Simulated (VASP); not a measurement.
Bi:

```
Bi
1.0
     4.99624    0.00000    0.00000
     0.00000    4.99624    0.00000
     0.00000    0.00000    5.04913
Bi
4
Direct
  0.74990 0.74990 0.00000
  0.75010 0.24990 0.50000
  0.25010 0.25010 0.00000
  0.24990 0.75010 0.50000
```

This isn't the form of Bi at room conditions, which is rhombohedral.

* Program: VASP 6.6.1
* Task: relaxation of cell and atoms
* Functional: PBE
* Potentials or basis: VASP PAW PBE potentials, release 64 (Bi_d)
* Cutoff: 600 eV
* k mesh: 8 × 8 × 8
* Occupations: gaussian, width 0.1 eV
* Spin: no spin polarisation

At the start: pressure 0.4 GPa; volume 31.51 Å³/atom.

Where does the relaxation end?

Over 10 steps the energy falls by 2.0 meV/atom and the volume is 31.75 Å³/atom (+0.8 %); space group Fm-3m (No. 225, to 0.1 Å) before, I4/mmm (No. 139, to 0.1 Å).

Step by step:
```
step  energy change (eV)  largest force (eV/Å)  pressure (GPa)  volume (Å³)
   1              0.0000                0.0001            0.42       126.04
   2             -0.0017                0.0000           -0.20       127.56
   3             -0.0019                0.0000           -0.07       127.25
   4             -0.0028                0.0000           -0.09       127.27
   5             -0.0059                0.0001           -0.13       127.33
   6             -0.0076                0.0000           -0.14       127.40
   7             -0.0080                0.0001           -0.14       127.38
   8             -0.0080                0.0000           -0.15       127.38
   9             -0.0071                0.0001            0.37       126.14
  10             -0.0082                0.0001           -0.01       127.02
```

Final structure:
```
Bi
1.0
     4.94536    0.00000    0.00000
     0.00000    4.94536    0.00000
     0.00000    0.00000    5.19351
Bi
4
Direct
  0.74991 0.74991 0.00000
  0.75009 0.24991 0.50000
  0.25009 0.25009 0.00000
  0.24991 0.75009 0.50000
```
